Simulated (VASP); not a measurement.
# As (Pm-3m) in VASP: further runs, part 2 of 2

VASP 6.6.1.

**4. Single point, PBE**

This run uses another cell than the first one, of 19.17 Å³/atom, 1.032 times its volume.

The input, INCAR:

```
SYSTEM = As
PREC = Accurate ; ENCUT = 500
EDIFF = 1E-6 ; ISMEAR = -1
SIGMA = 0.02 ; LREAL = .FALSE.
LASPH = .TRUE. ; NELM = 120
ALGO = Normal ; ISIF = 2
LWAVE = .FALSE. ; LCHARG = .FALSE.
GGA = PE ; NBANDS = 8
GGA_COMPAT = .FALSE.
```

The input, KPOINTS:

```
Automatic mesh
0
G
  15 15 15
  0 0 0
```

The input, POSCAR:

```
As
1.0
    2.6763699605      0.0000000000      0.0000000000
    0.0000000000      2.6763699605      0.0000000000
    0.0000000000      0.0000000000      2.6763699605
As
1
Direct
    0.5000000000      0.5000000000      0.5000000000
```

Potentials or basis: VASP PAW PBE potentials, release 64 (As).

Started as:

```
> cat potpaw_PBE.64/As/POTCAR > POTCAR
> mpirun -np 1 vasp_std > vasp.out
```

OUTCAR:

```text
SYSTEM = As
   PREC = Accurate
   ENCUT = 500
   EDIFF = 1E-6
   ISMEAR = -1
   LREAL = .FALSE.
   LASPH = .TRUE.
   NELM = 120
   ISIF = 2
   GGA = PE

 ion  position               nearest neighbor table
   1  0.500  0.500  0.500-

  LATTYP: Found a simple cubic cell.
 ALAT       =     2.6763699605

  Lattice vectors:

 A1 = (   2.6763699605,   0.0000000000,   0.0000000000)
 A2 = (   0.0000000000,   2.6763699605,   0.0000000000)
 A3 = (   0.0000000000,   0.0000000000,   2.6763699605)

Analysis of symmetry for initial positions (statically):
=====================================================================
 Subroutine PRICEL returns:
 Original cell was already a primitive cell.

 Routine SETGRP: Setting up the symmetry group for a
 simple cubic supercell.

 Subroutine GETGRP returns: Found 48 space group operations
 (whereof 48 operations were pure point group operations)
 out of a pool of 48 trial point group operations.

The static configuration has the point symmetry O_h .

Analysis of symmetry for dynamics (positions and initial velocities):
=====================================================================
 Subroutine PRICEL returns:
[... 154 lines left out ...]

 E-fermi :   6.3600     XC(G=0): -10.5687

 val. band max:        6.3498005004   @ k =   0.2000   0.2000   0.2000
 cond. band min:       6.3677674951   @ k =   0.2000   0.2000   0.0667
 fundamental gap:      0.0179669948
 Fermi energy:         6.3599578253

 k-point     1 :       0.0000    0.0000    0.0000
  band No.  band energies     occupation
      1      -8.9737      2.00000
      2      10.5621      0.00000
      3      10.5621      0.00000
      4      10.5621      0.00000
      5      14.8118      0.00000
      6      14.8118      0.00000
      7      17.1144      0.00000
      8      31.5975      0.00000
[... 243 lines left out ...]
 k-point    24 :       0.3333    0.2000    0.0000
  band No.  band energies     occupation
      1      -6.2423      2.00000
      2       2.2457      2.00000
      3       7.1050      0.00000
      4      12.8120      0.00000
      5      16.2108      0.00000
      6      18.4885      0.00000
      7      23.6444      0.00000
      8      23.8431      0.00000

 [... further k-points ...]
[... 5 lines left out ...]
  --------------------------------------------------------------------------------------
  -------------------------------------------------------------------------------------
  Total        0.6382775      0.6382775      0.6382775     -0.0000000      0.0000000     -0.0000000
  in kB       53.3435182     53.3435182     53.3435182     -0.0000000      0.0000000     -0.0000000
  external PRESSURE =      53.3435182 kB  Pullay stress =       0.0000000 kB

 VOLUME and BASIS-vectors are now :
 -----------------------------------------------------------------------------
  energy-cutoff  :      500.00
  volume of cell :       19.17
      direct lattice vectors                 reciprocal lattice vectors
     2.676369961  0.000000000  0.000000000     0.373640421  0.000000000  0.000000000
     0.000000000  2.676369961  0.000000000     0.000000000  0.373640421  0.000000000
     0.000000000  0.000000000  2.676369961     0.000000000  0.000000000  0.373640421

 POSITION                                       TOTAL-FORCE (eV/Angst)
 -----------------------------------------------------------------------------------
      1.33818      1.33818      1.33818         0.000000      0.000000      0.000000
 -----------------------------------------------------------------------------------
    total drift:                                0.000000     -0.000000      0.000000

  FREE ENERGIE OF THE ION-ELECTRON SYSTEM (eV)
  ---------------------------------------------------
  free  energy   TOTEN  =        -4.5359500806 eV

  energy  without entropy=       -4.5347760925  energy(sigma->0) =       -4.53536309
```

OSZICAR:

```text
N       E                     dE             d eps       ncg     rms          rms(c)
DAV:   1     0.832641650568E+01    0.83264E+01   -0.20916E+03  1936   0.451E+02
DAV:   2    -0.438291473154E+01   -0.12709E+02   -0.12236E+02  2528   0.602E+01
DAV:   3    -0.453233201292E+01   -0.14942E+00   -0.14921E+00  2232   0.888E+00
DAV:   4    -0.453247946948E+01   -0.14746E-03   -0.14745E-03  2984   0.314E-01
DAV:   5    -0.453247954905E+01   -0.79565E-07   -0.80123E-07  2312   0.440E-03    0.222E+00
DAV:   6    -0.453429186854E+01   -0.18123E-02   -0.55492E-04  2392   0.196E-01    0.133E+00
DAV:   7    -0.453588898852E+01   -0.15971E-02   -0.16094E-03  2096   0.322E-01    0.852E-02
DAV:   8    -0.453594753905E+01   -0.58551E-04   -0.57222E-05  2576   0.560E-02    0.530E-03
DAV:   9    -0.453594962239E+01   -0.20833E-05   -0.18225E-06  2344   0.956E-03    0.205E-03
DAV:  10    -0.453595008060E+01   -0.45820E-06   -0.53931E-07  2328   0.480E-03
   1 F= -.45359501E+01 E0= -.45353631E+01  d E =-.117399E-02
```

stdout:

```text
POSCAR found type information on POSCAR As
 POSCAR found :  1 types and       1 ions
 scaLAPACK will be used
 LDA part: xc-table for (Slater+PW92), standard interpolation
 POSCAR, INCAR and KPOINTS ok, starting setup
 FFT: planning ... GRIDC
 FFT: planning ... GRID_SOFT
 FFT: planning ... GRID
 WAVECAR not read
 entering main loop
```

Run time: 9.5 s. Hardware: 1 thread of AMD EPYC 7R43 (Zen 3), shared host; peak memory 0.1 GiB.

What came out:

* Free energy: -4.5360 eV
* Pressure: 5.3 GPa

Levels at points of the mesh, in eV from the Fermi level:
```tsv
k point	band 1	band 2	band 3	band 4	band 5	band 6	band 7
(0.00, 0.00, 0.00)	-15.33	4.20	4.20	4.20	8.45	8.45	10.75
```

**5. Single point, PBE**

This run uses another cell than the first one, of 20.36 Å³/atom, 1.096 times its volume.

The input, INCAR:

```
ALGO     = Normal         # electronic algorithm
EDIFF    = 1E-6           # SCF threshold, eV
ENCUT    = 500            # plane-wave cutoff, eV
GGA      = PE             # functional
GGA_COMPAT= F            
ISIF     = 2              # what is computed and relaxed
ISMEAR   = -1             # smearing method
LASPH    = T              # aspherical terms in the spheres
LCHARG   = F              # write CHGCAR
LREAL    = F              # projectors in reciprocal space
LWAVE    = F              # write WAVECAR
NBANDS   = 8              # bands
NELM     = 120            # most SCF steps
PREC     = Accurate       # precision mode
SIGMA    = 0.02           # smearing width, eV
```

The input, KPOINTS:

```
k-points
0
Gamma
  15 15 15
```

The input, POSCAR:

```
As
1.0
    2.7304526116      0.0000000000      0.0000000000
    0.0000000000      2.7304526116      0.0000000000
    0.0000000000      0.0000000000      2.7304526116
As
1
Direct
    0.5000000000      0.5000000000      0.5000000000
```

Started as:

```
> cat potpaw_PBE.64/As/POTCAR > POTCAR
> mpirun -np 1 vasp_std > vasp.out
```

It took 9.9 s on 1 thread of AMD EPYC 7R43 (Zen 3), shared host; peak memory 0.1 GiB.

Results (log left out):

* Free energy: -4.5552 eV
* Pressure: 0.0 GPa

Levels at points of the mesh, in eV from the Fermi level:
| k point | band 1 | band 2 | band 3 | band 4 | band 5 |
| --- | --- | --- | --- | --- | --- |
| (0.00, 0.00, 0.00) | -14.76 | 4.00 | 4.00 | 4.00 | 8.43 |

**6. The runs side by side**

| cell | gap on the mesh (eV) | pressure (GPa) |
| --- | --- | --- |
| a = 2.648 Å, 1 atom | none | 8.8 |
| a = 2.704 Å, 1 atom | none | 2.6 |
| a = 2.676 Å, 1 atom | none | 5.3 |
| a = 2.730 Å, 1 atom | none | 0.0 |

Alike in all rows: task single point; level PBE; potentials or basis VASP PAW PBE potentials, release 64 (As); no spin polarisation; k mesh 15 × 15 × 15; cutoff (eV) 500; smearing fermi-dirac 0.02 eV.

Absolute energies hang on the potentials; compare differences alone.
